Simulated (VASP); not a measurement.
Wanted: the native input for a VASP 6.6.1 run.

```
Task                   : electric field gradients
Functional             : PBEsol
Potentials or basis    : VASP PAW PBE potentials, release 64 (Bi_d, Te)
Cutoff                 : 520 eV
k mesh                 : 7 × 7 × 7
Occupations            : fermi-dirac, width 0.08 eV
Spin                   : no spin polarisation
Dipole correction      : no
Further INCAR settings : ALGO = Normal; EDIFF = 1e-08; NBANDS = 32
```

The structure of Bi2Te3 lies in POSCAR:

```
Bi2Te3
1.0
    2.2149305640      1.2787907573     10.1656700000
   -2.2149305640      1.2787907573     10.1656700000
    0.0000000000     -2.5575815146     10.1656700000
Bi Te
2 3
Direct
    0.4000000000      0.4000000000      0.4000000000
    0.6000000000      0.6000000000      0.6000000000
    0.0000000000      0.0000000000      0.0000000000
    0.2095000000      0.2095000000      0.2095000000
    0.7905000000      0.7905000000      0.7905000000
```

This cell differs from its parent crystal: equal xx and yy strain of +1 %.

One way to write it, as run:

INCAR

```
PREC     = Accurate       # precision mode
ENCUT    = 520            # plane-wave cutoff, eV
EDIFF    = 1E-8           # SCF threshold, eV
ISMEAR   = -1             # smearing method
SIGMA    = 0.08           # smearing width, eV
LREAL    = False          # projectors in reciprocal space
LASPH    = True           # aspherical terms in the spheres
NELM     = 100            # most SCF steps
ALGO     = Normal         # electronic algorithm
ISIF     = 2              # what is computed and relaxed
LWAVE    = False          # write WAVECAR
LCHARG   = False          # write CHGCAR
GGA      = PS             # functional
LEFG     = True         
NBANDS   = 32             # bands
```

KPOINTS

```
regular mesh
0
Gamma
  7 7 7
```

Potentials or basis: VASP PAW PBE potentials, release 64 (Bi_d, Te).

The run is started by

```bash
$ cat potpaw_PBE.64/Bi_d/POTCAR potpaw_PBE.64/Te/POTCAR > POTCAR
$ mpirun -np 1 vasp_std > vasp.out
```

It gave:

```
Pressure                                : -1.5 GPa
Largest force                           : 0.192 eV/Å
Band gap on the k mesh                  : 0.21 eV
Largest electric field gradient by atom : Bi +20.7; Te +83.8, +6.0 (each value once) V/Å²
```

Caveat: the cell differs from its parent crystal (equal xx and yy strain of +1 %); without QUAD_EFG the Cq values of the log hold for a quadrupole moment of 1 mb, not for the nuclei; the PAW data sets were made with another functional, which shifts forces and pressure a little; spin-orbit coupling is left out, which moves the levels of the heavy elements; an odd mesh through Γ misses points on the zone boundary, where band edges can lie.

Run time: 25 min on 1 thread of Intel(R) Xeon(R) Platinum 8375C CPU @ 2.90GHz (Ice Lake), on a shared host, peak memory 1 GiB.
